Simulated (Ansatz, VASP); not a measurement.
# One calculation of SbPt, two programs

```
Sb Pt
1.0
     4.17078    0.00000    0.00000
    -2.08539    3.61200    0.00000
     0.00000    0.00000    5.46849
Sb Pt
2 2
Direct
  0.33333 0.66667 0.25000
  0.66667 0.33333 0.75000
  0.00000 0.00000 0.00000
  0.00000 0.00000 0.50000
```

Alike in both runs: task single point; functional PBEsol; k mesh 12 × 12 × 10; occupations gaussian, width 0.1 eV; no spin polarisation.

```csv
,VASP,Ansatz
version,VASP 6.6.1,Ansatz 0.2.0
potentials or method,"VASP PAW PBE potentials, release 64 (Sb, Pt), cutoff 520 eV","scalar-relativistic, plane waves, PAW"
valence electrons in the cell,30,66
```

VASP gave:

```
gap on the k mesh at the Fermi level (eV)                     : none
pressure (GPa)                                                : -0.2
traceless stress, the component that is largest in VASP (GPa) : 0.17
```

**Question.** Which values does Ansatz return?

**Answer.** gap on the k mesh at the Fermi level (eV): none; pressure (GPa): 0.0; traceless stress, the component that is largest in VASP (GPa): 0.19.

VASP's potentials were made for PBE, not for PBEsol. A gap of «none» marks a metal or a gap that the smearing closes. VASP's potentials hold 30 valence electrons a cell and Ansatz's 66, so a difference there can come from the potentials and not from the codes.

Neither program's run includes spin-orbit coupling.
